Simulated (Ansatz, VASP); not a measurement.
## CaCdC6N6: VASP beside Ansatz

```xyz
14
Lattice="0.0000 5.8756 5.8756 5.8756 0.0000 5.8756 5.8756 5.8756 0.0000" Properties=species:S:1:pos:R:3 pbc="T T T"
Ca    5.8756    5.8756    5.8756
Cd    0.0000    0.0000    0.0000
C     2.2514    5.8756    5.8756
C     5.8756    2.2514    5.8756
C     5.8756    5.8756    2.2514
C     9.4998    5.8756    5.8756
C     5.8756    9.4998    5.8756
C     5.8756    5.8756    9.4998
N     3.4149    5.8756    5.8756
N     5.8756    3.4149    5.8756
N     5.8756    5.8756    3.4149
N     8.3363    5.8756    5.8756
N     5.8756    8.3363    5.8756
N     5.8756    5.8756    8.3363
```

Alike in both runs: functional PBE; k mesh 6 × 6 × 6; occupations gaussian, width 0.02 eV; collinear spin.

Ansatz relaxed the structure, and its values are those at the end. VASP's run is a single point on that final structure, the one shown.

|  | VASP | Ansatz |
| --- | --- | --- |
| version | VASP 6.6.1 | Ansatz 0.2.0 |
| potentials or method | VASP PAW PBE potentials, release 64 (Ca_sv, Cd, C, N), cutoff 600 eV | scalar-relativistic, plane waves, PAW |
| valence electrons in the cell | 76 | 84 |

Ansatz gave:

```
gap on the k mesh at the Fermi level (eV)                     : 0.57
least direct gap on the mesh (eV)                             : 0.62
pressure (GPa)                                                : 0.0
rms of the force components (eV/Å)                            : 0.000
net moment per atom (μB)                                      : 0.14
size of the moment on the site where the two differ most (μB) : 0.08
```

Problem. Estimate VASP's values.

Solution. gap on the k mesh at the Fermi level (eV): 0.57; least direct gap on the mesh (eV): 0.62; pressure (GPa): 0.4; rms of the force components (eV/Å): 0.202; net moment per atom (μB): 0.14; size of the moment on the site where the two differ most (μB): 0.19.

Site moments also hang on the region over which each program counts them. One of these differences is far larger than is usual between the two programs; its cause wasn't traced. VASP's potentials hold 76 valence electrons a cell and Ansatz's 84, so a difference there can come from the potentials and not from the codes.

Noted on VASP's run: the standard files for N, O and F lose accuracy on very short bonds.
